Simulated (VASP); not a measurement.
Input of a VASP 6.6.1 run:

File POSCAR:

```
AlN
1.0
    0.0000000000      2.1394097525      2.1394097525
    2.1394097525      0.0000000000      2.1394097525
    2.1394097525      2.1394097525      0.0000000000
Al N
1 1
Direct
    0.0000000000      0.0000000000      0.0000000000
    0.2500000000      0.2500000000      0.2500000000
```

Contents of INCAR.step1:

```
SYSTEM = AlN
ALGO = Normal ; EDIFF = 1E-4
ENCUT = 520 ; GGA = PE
ISMEAR = -1 ; LASPH = .True.
LCHARG = .False. ; LREAL = .False.
LWAVE = .True. ; NBANDS = 11
NELM = 100 ; PREC = Accurate
SIGMA = 0.05
```

File INCAR.step2:

```
SYSTEM = AlN
ALGO = Normal ; EDIFF = 1E-7
ENCUT = 520 ; ISIF = 2
ISMEAR = -1 ; ISTART = 1
LASPH = .True. ; LCHARG = .True.
LELF = .True. ; LMIXTAU = .True.
LREAL = .False. ; LVHAR = .True.
LWAVE = .False. ; METAGGA = R2SCAN
NBANDS = 11 ; NELM = 100
PREC = Accurate ; SIGMA = 0.05
```

File KPOINTS:

```
k-points
0
Gamma
  10 10 10
  0 0 0
```

Potentials or basis: VASP PAW PBE potentials, release 64 (Al, N).

Run with:

```console
$ cat potpaw_PBE.64/Al/POTCAR potpaw_PBE.64/N/POTCAR > POTCAR
$ cp INCAR.step1 INCAR
$ mpirun -np 1 vasp_std > vasp.out
$ cp INCAR.step2 INCAR
$ mpirun -np 1 vasp_std > vasp.out
```

Problem. Estimate the pressure.

Solution. 14.6 GPa.

Problem. Estimate the band gap on the k mesh.

Solution. 3.98 eV, indirect (least direct gap 5.48 eV).

Caveat: the PAW data sets were made with another functional, which shifts forces and pressure a little. A k mesh can miss the band edges.
